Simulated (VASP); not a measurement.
# Al4Cu (I-43m) in VASP: notebook

Runs on Al4Cu. Level: PBE. Tasks: single point, relaxation of cell and atoms.

All numbers are computed with VASP 6.6.1; they aren't measurements. Logs are shortened: lines on timing, memory, paths and dates and some standing lists are left out, and cuts for length are marked.

**1. The cell of the first run**

Symmetry: I-43m, No. 217, cubic system. The conventional cell has a = 5.741 Å, b = 5.741 Å, c = 5.741 Å, α = 90.00°, β = 90.00°, γ = 90.00°. Al (site symmetry 3m) has 1 Cu at 1.74 Å within 2.3 Å. Within 2.3 Å of Cu (site symmetry -43m) lie 4 Al at 1.74 Å.

The cell was built from a structure type or drawn by symmetry, and may not be a known phase.

**2. Single point, PBE**

INCAR

```
SYSTEM = Al4Cu
PREC     = Accurate       ! precision mode
ENCUT    = 520            ! plane-wave cutoff, eV
EDIFF    = 1E-6           ! SCF threshold, eV
ISMEAR   = 0              ! smearing method
SIGMA    = 0.1            ! smearing width, eV
LREAL    = .FALSE.        ! projectors in reciprocal space
LASPH    = .TRUE.         ! aspherical terms in the spheres
NELM     = 80             ! most SCF steps
ALGO     = Normal         ! electronic algorithm
ISIF     = 2              ! what is computed and relaxed
LWAVE    = .FALSE.        ! write WAVECAR
LCHARG   = .FALSE.        ! write CHGCAR
GGA      = PE             ! functional
NBANDS   = 20             ! bands
```

KPOINTS

```
regular mesh
0
G
  4 4 4
  0 0 0
```

POSCAR

```
Al4Cu
1.0
   -2.8707435300      2.8707435300      2.8707435300
    2.8707435300     -2.8707435300      2.8707435300
    2.8707435300      2.8707435300     -2.8707435300
Al Cu
4 1
Direct
    0.3495999900      0.3495999900      0.3495999900
    0.6504000100      0.0000000000      0.0000000000
    0.0000000000      0.0000000000      0.6504000100
    0.0000000000      0.6504000100      0.0000000000
    0.0000000000      0.0000000000      0.0000000000
```

Potentials or basis: VASP PAW PBE potentials, release 64 (Al, Cu).

The run is started by

```sh
$ cat potpaw_PBE.64/Al/POTCAR potpaw_PBE.64/Cu/POTCAR > POTCAR
$ mpirun -np 1 vasp_std > vasp.out
```

OUTCAR:

```text
SYSTEM = Al4Cu
   PREC = Accurate
   ENCUT = 520
   EDIFF = 1E-6
   ISMEAR = 0
   LREAL = .FALSE.
   LASPH = .TRUE.
   NELM = 80
   ISIF = 2
   GGA = PE

 ion  position               nearest neighbor table
   1  0.350  0.350  0.350-   5 1.74   4 2.84   2 2.84   3 2.84   3 3.12   4 3.12   2 3.12   3 3.12
                             2 3.12   4 3.12
   2  0.650  0.000  0.000-   5 1.74   1 2.84   4 2.84   3 2.84   3 3.12   4 3.12   1 3.12   3 3.12
                             4 3.12   1 3.12
   3  0.000  0.000  0.650-   5 1.74   2 2.84   4 2.84   1 2.84   4 3.12   2 3.12   1 3.12   2 3.12
                             4 3.12   1 3.12
   4  0.000  0.650  0.000-   5 1.74   1 2.84   3 2.84   2 2.84   3 3.12   2 3.12   2 3.12   3 3.12
                             1 3.12   1 3.12
   5  0.000  0.000  0.000-   1 1.74   2 1.74   3 1.74   4 1.74

  LATTYP: Found a body centered cubic cell.
 ALAT       =     5.7414870600

  Lattice vectors:

 A1 = (  -2.8707435300,   2.8707435300,   2.8707435300)
 A2 = (   2.8707435300,  -2.8707435300,   2.8707435300)
 A3 = (   2.8707435300,   2.8707435300,  -2.8707435300)

Analysis of symmetry for initial positions (statically):
=====================================================================
 Subroutine PRICEL returns:
 Original cell was already a primitive cell.

 Routine SETGRP: Setting up the symmetry group for a
 body centered cubic supercell.

 Subroutine GETGRP returns: Found 24 space group operations
 (whereof 24 operations were pure point group operations)
 out of a pool of 48 trial point group operations.

The static configuration has the point symmetry T_d .

Analysis of symmetry for dynamics (positions and initial velocities):
=====================================================================
 Subroutine PRICEL returns:
 Original cell was already a primitive cell.

 Routine SETGRP: Setting up the symmetry group for a
 body centered cubic supercell.

 Subroutine GETGRP returns: Found 24 space group operations
 (whereof 24 operations were pure point group operations)
 out of a pool of 48 trial point group operations.

The dynamic configuration has the point symmetry T_d .

 Subroutine INISYM returns: Found 24 space group operations
 (whereof 24 operations are pure point group operations),
 and found     1 'primitive' translations

----------------------------------------------------------------------------------------
[... 82 lines left out ...]
   EDIFF  = 0.1E-05   stopping-criterion for ELM
   LREAL  =      F    real-space projection
   EDIFFG = 0.1E-04   stopping-criterion for IOM
   NSW    =      0    number of steps for IOM
   IBRION =     -1    ionic relax: 0-MD 1-quasi-New 2-CG
   NFREE  =      0    steps in history (QN), initial steepest desc. (CG)
   ISIF   =      2    stress and relaxation
   ISYM   =      2    0-nonsym 1-usesym 2-fastsym
   POTIM  = 0.5000    time-step for ionic-motion
   TEBEG  =    0.0;   TEEND  =   0.0 temperature during run
   PSTRESS=    0.0 pullay stress
   NELECT =      23.0000    total number of electrons
   NUPDOWN=      -1.0000    fix difference up-down
   EMIN   =  10.00;   EMAX   =-10.00  energy-range for DOS
   EFERMI =   0.00;   METHOD = LEGACY
   ISMEAR =     0;   SIGMA  =   0.10  broadening in eV -4-tet -1-fermi 0-gaus
   EFERMI_NEDOS =   21; number of points for ismear=-14 and -15
   IALGO  =     38    algorithm
   IMIX   =      4    mixing-type and parameters
     AMIX     =   0.40;   BMIX     =  1.00
     AMIX_MAG =   1.60;   BMIX_MAG =  1.00
  volume/ion in A,a.u.               =      18.93       127.72
  Fermi-wavevector in a.u.,A,eV,Ry     =   1.021652  1.930643 14.201395  1.043773
  Thomas-Fermi vector in A             =   2.155289
   LORBIT       =      0    0 simple, 1 ext, 2 COOP (PROOUT), +10 PAW based schemes
   GGA     = PE    functional components
   LHFCALC =     F    Hartree Fock is set to
   AEXX    =    0.0000 exact exchange contribution
   IVDW    =     0    specifies the selected vdW correction
   LEPSILON=     F    determine dielectric tensor
   LRPA    =     F    only Hartree local field effects (RPA)
 non-spin polarized calculation
 Gauss-broadening in eV      SIGMA  =   0.10
  energy-cutoff  :      520.00
  volume of cell :       94.63
 maximum number of plane-waves:      2556
 NGX is ok and might be reduce to    40
   NGX = 19   NGY = 19   NGZ = 19

 number of electron      22.9999996 magnetization

 Free energy of the ion-electron system (eV)
  ---------------------------------------------------
  ext. energy  EPLUGINS =         0.00000000
  ---------------------------------------------------
  free energy    TOTEN  =        -3.93523097 eV

  energy without entropy =       -3.91695842  energy(sigma->0) =       -3.92609469

 E-fermi :   6.2163     XC(G=0):  -9.5013

 val. band max:        6.1255066306   @ k =  -0.2500   0.2500   0.2500
 cond. band min:       6.2297718387   @ k =  -0.2500   0.2500   0.2500
 fundamental gap:      0.1042652081
 Fermi energy:         6.2162957852

 k-point     1 :       0.0000    0.0000    0.0000
  band No.  band energies     occupation
      1      -4.3203      2.00000
      2      -2.2087      2.00000
      3      -2.2087      2.00000
      4      -2.2087      2.00000
      5      -2.0596      2.00000
      6      -2.0596      2.00000
[... 173 lines left out ...]
     19      12.4478      0.00000
     20      15.7339      0.00000

------------------------ aborting loop because EDIFF is reached ----------------------------------------

  FORCE on cell =-STRESS in cart. coord.  units (eV):
  Direction    XX          YY          ZZ          XY          YZ          ZX
  --------------------------------------------------------------------------------------
  -------------------------------------------------------------------------------------
  Total       28.7774042     28.7774042     28.7774042     -0.0000000      0.0000000     -0.0000000
  in kB      487.2131755    487.2131755    487.2131755     -0.0000000      0.0000000     -0.0000000
  external PRESSURE =     487.2131755 kB  Pullay stress =       0.0000000 kB

 VOLUME and BASIS-vectors are now :
 -----------------------------------------------------------------------------
  energy-cutoff  :      520.00
  volume of cell :       94.63
      direct lattice vectors                 reciprocal lattice vectors
    -2.870743530  2.870743530  2.870743530     0.000000000  0.174170905  0.174170905
     2.870743530 -2.870743530  2.870743530     0.174170905  0.000000000  0.174170905
     2.870743530  2.870743530 -2.870743530     0.174170905  0.174170905  0.000000000

 POSITION                                       TOTAL-FORCE (eV/Angst)
 -----------------------------------------------------------------------------------
      1.00361      1.00361      1.00361         8.398039      8.398039      8.398039
     -1.86713      1.86713      1.86713         8.398039     -8.398039     -8.398039
      1.86713      1.86713     -1.86713        -8.398039     -8.398039      8.398039
      1.86713     -1.86713      1.86713        -8.398039      8.398039     -8.398039
      0.00000      0.00000      0.00000        -0.000000      0.000000      0.000000
 -----------------------------------------------------------------------------------
    total drift:                                0.000008      0.000008      0.000008

  FREE ENERGIE OF THE ION-ELECTRON SYSTEM (eV)
  ---------------------------------------------------
  free  energy   TOTEN  =        -3.9352309651 eV

  energy  without entropy=       -3.9169584174  energy(sigma->0) =       -3.92609469
```

OSZICAR:

```text
N       E                     dE             d eps       ncg     rms          rms(c)
DAV:   1     0.118944916381E+03    0.11894E+03   -0.89187E+03   320   0.105E+03
DAV:   2     0.251281142300E+01   -0.11643E+03   -0.11102E+03   324   0.229E+02
DAV:   3    -0.510275032036E+01   -0.76156E+01   -0.74477E+01   424   0.632E+01
DAV:   4    -0.535039957798E+01   -0.24765E+00   -0.24736E+00   396   0.985E+00
DAV:   5    -0.536422335835E+01   -0.13824E-01   -0.13823E-01   460   0.282E+00    0.847E+00
DAV:   6    -0.428436891823E+01    0.10799E+01   -0.33980E+00   408   0.370E+01    0.236E+00
DAV:   7    -0.403141464050E+01    0.25295E+00   -0.13813E+00   436   0.219E+01    0.237E+00
DAV:   8    -0.394633589197E+01    0.85079E-01   -0.23328E-01   420   0.993E+00    0.578E-01
DAV:   9    -0.393576856303E+01    0.10567E-01   -0.36736E-02   500   0.332E+00    0.117E-01
DAV:  10    -0.393522900523E+01    0.53956E-03   -0.38755E-03   436   0.104E+00    0.721E-02
DAV:  11    -0.393523367155E+01   -0.46663E-05   -0.12939E-04   400   0.766E-02    0.523E-02
DAV:  12    -0.393522890643E+01    0.47651E-05   -0.35485E-05   448   0.113E-01    0.134E-02
DAV:  13    -0.393523083133E+01   -0.19249E-05   -0.27400E-06   280   0.244E-02    0.996E-04
DAV:  14    -0.393523096510E+01   -0.13376E-06   -0.36434E-07   212   0.465E-03
   1 F= -.39352310E+01 E0= -.39260947E+01  d E =-.182725E-01
```

Wall time 24 s (1 thread of Intel Xeon Platinum 8259CL at 2.50GHz (Skylake/Cascade Lake), shared host); peak memory 0.23 GiB.

What came out:

```yaml
Free_energy: -3.9352 eV
Pressure: 48.7 GPa
Largest_force: 14.546 eV/Å
Band_gap_on_the_k_mesh: zero (an odd number of electrons rules out a gap without spin polarisation)
```

Forces in eV/Å, atoms in the order of the input:
```
Al   8.398  8.398  8.398
Al   8.398 -8.398 -8.398
Al  -8.398 -8.398  8.398
Al  -8.398  8.398 -8.398
Cu   0.000  0.000  0.000
```

Levels at points of the mesh, in eV from the Fermi level:
```csv
k point,band 7,band 8,band 9,band 10,band 11,band 12,band 13,band 14,band 15,band 16
"(0.00, 0.00, 0.00)",-3.19,-3.19,-3.19,-2.21,-0.73,-0.73,-0.73,0.29,0.29,0.29
"(0.50, 0.00, 0.00)",-7.14,-4.57,-3.41,-2.63,-2.22,1.05,1.34,1.84,2.46,3.53
"(0.50, 0.50, 0.50)",-6.00,-6.00,-6.00,-2.87,-2.87,2.47,2.47,2.47,3.12,3.39
```

Caveat: the k points lie up to 0.39 Å⁻¹ apart, too coarse for converged energies and pressures of a metal; atoms lie so close that the PAW spheres overlap strongly, which falsifies energies and pressures; forces of over 1 eV/Å act on the atoms, so gaps and moduli don't describe the material at rest.

**3. Relaxation of cell and atoms, PBE**

INCAR

```
PREC     = Accurate       # precision mode
ENCUT    = 600            # plane-wave cutoff, eV
EDIFF    = 1E-6           # SCF threshold, eV
ISMEAR   = 0              # smearing method
SIGMA    = 0.1            # smearing width, eV
LREAL    = F              # projectors in reciprocal space
LASPH    = T              # aspherical terms in the spheres
NELM     = 60             # most SCF steps
ALGO     = Normal         # electronic algorithm
ISIF     = 3              # what is computed and relaxed
LWAVE    = F              # write WAVECAR
LCHARG   = F              # write CHGCAR
GGA      = PE             # functional
IBRION   = 2              # ionic algorithm
NSW      = 90             # ionic steps
EDIFFG   = -0.04          # ionic threshold
```

KPOINTS

```
Automatic mesh
0
Gamma
  4 4 4
```

POSCAR is that of step 2.

Potentials or basis: VASP PAW PBE potentials, release 64 (Al, Cu).

The run is started by

```sh
$ cat potpaw_PBE.64/Al/POTCAR potpaw_PBE.64/Cu/POTCAR > POTCAR
$ mpirun -np 1 vasp_std > vasp.out
```

Run time: 5.3 min. Hardware: 1 thread of Intel Xeon Platinum 8259CL at 2.50GHz (Skylake/Cascade Lake), shared host; peak memory 0.26 GiB.

The run converged. Its results:

```
Free energy                           : -17.9707 eV
Relaxed volume                        : 18.45 Å³/atom
Relaxed cell                          : a = 4.930 Å, b = 4.930 Å, c = 4.930 Å, α = 109.47°, β = 109.47°, γ = 109.47°
Space group after relaxing (to 0.1 Å) : Im-3m (No. 229)
Energy gained by relaxing             : 2807.0 meV/atom
Ionic steps                           : 16
Pressure after relaxing               : 0.2 GPa
Largest force after relaxing          : 0.040 eV/Å
```

Forces in eV/Å, atoms in the order of the input:
```
Al   0.023  0.023  0.023
Al   0.023 -0.023 -0.023
Al  -0.023 -0.023  0.023
Al  -0.023  0.023 -0.023
Cu   0.000  0.000  0.000
```

Step by step:
```
step  energy change (eV)  largest force (eV/Å)  pressure (GPa)  volume (Å³)
   1              0.0000               14.5459           48.73        94.63
   2             -8.1229                0.0325           -7.97       197.39
   3            -11.3025                0.8274           -8.09       137.18
   4            -11.3608                0.9700           -7.63       134.77
   5            -11.4101                1.5156           -5.65       127.64
   6            -11.4176                1.4134           -5.98       128.78
   7            -12.2953                1.5495           -4.78       115.14
   8            -13.2287                1.3734           15.24        80.07
   9            -13.3692                1.6951            3.19        91.61
  10            -13.4150                1.6198            6.85        87.10
  11            -13.8634                0.5690            5.83        86.55
  12            -13.9239                0.0076            5.88        86.23
  13            -14.0263                0.0574           -0.46        92.69
  14            -14.0268                0.0539            0.15        92.10
  15            -14.0269                0.0546            0.03        92.22
  16            -14.0351                0.0398            0.17        92.24
```

Final structure:
```
Al Cu
1.0
    -2.84629    2.84629    2.84629
     2.84629   -2.84629    2.84629
     2.84629    2.84629   -2.84629
Al Cu
4 1
Direct
  0.49892 0.49892 0.49892
  0.50108 0.00000 0.00000
  0.00000 0.00000 0.50108
  0.00000 0.50108 0.00000
  0.00000 0.00000 0.00000
```

Levels at points of the mesh, in eV from the Fermi level:
| k point | band 9 | band 10 | band 11 | band 12 | band 13 | band 14 |
| --- | --- | --- | --- | --- | --- | --- |
| (0.00, 0.00, 0.00) | -2.34 | -0.88 | -0.88 | -0.88 | -0.40 | -0.40 |
| (0.50, 0.00, 0.00) | -2.77 | -2.19 | -2.19 | 0.29 | 1.48 | 2.07 |
| (0.50, 0.50, 0.50) | -4.81 | -2.98 | -2.98 | 2.43 | 2.43 | 2.43 |

Caveat: the k points lie up to 0.39 Å⁻¹ apart in the final cell; the highest band is partly filled, so the run has too few bands.
